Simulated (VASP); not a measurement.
Write the native input for VASP 6.6.1 that does the following.

```yaml
Task: single point
Functional: LDA
Potentials_or_basis: VASP PAW LDA potentials, release 64 (K_sv, P, Ru_pv)
Cutoff: 520 eV
k_mesh: 9 × 9 × 9
Occupations: methfessel-paxton, width 0.1 eV
Spin: no spin polarisation
Dipole_correction: no
Further_INCAR_settings: ALGO = Normal; EDIFF = 1e-06; NBANDS = 32
```

The structure of KP2Ru2 lies in POSCAR:

```
KP2Ru2
1.0
   -2.0182249129      2.0182249129      6.2675305644
    2.0182249129     -2.0182249129      6.2675305644
    2.0182249129      2.0182249129     -6.2675305644
K P Ru
1 2 2
Direct
    0.0000000000      0.0000000000      0.0000000000
    0.3387220000      0.3387220000      0.0000000000
    0.6612780000      0.6612780000      0.0000000000
    0.7500000000      0.2500000000      0.5000000000
    0.2500000000      0.7500000000      0.5000000000
```

These files were run (other wordings do the same):

INCAR

```
ALGO = Normal ; EDIFF = 1E-6
ENCUT = 520 ; ISIF = 2
ISMEAR = 1 ; LASPH = True
LCHARG = True ; LELF = True
LREAL = False ; LVHAR = True
LWAVE = False ; NBANDS = 32
NELM = 80 ; PREC = Accurate
SIGMA = 0.1
```

KPOINTS

```
k-points
0
Gamma
  9 9 9
```

Potentials or basis: VASP PAW LDA potentials, release 64 (K_sv, P, Ru_pv).

Run with:

```bash
$ cat potpaw_LDA.64/K_sv/POTCAR potpaw_LDA.64/P/POTCAR potpaw_LDA.64/Ru_pv/POTCAR > POTCAR
$ mpirun -np 1 vasp_std > vasp.out
```

Results of the run:

- Pressure: -5.1 GPa
- Largest force: 0.351 eV/Å
- Band gap on the k mesh: zero (an odd number of electrons rules out a gap without spin polarisation)

Caveat: the cell stands under tension.

Wall time 8.6 min on 1 thread of AMD EPYC 9R45 96-Core Processor (Zen 5), with other jobs on the host, peak memory 0.41 GiB.
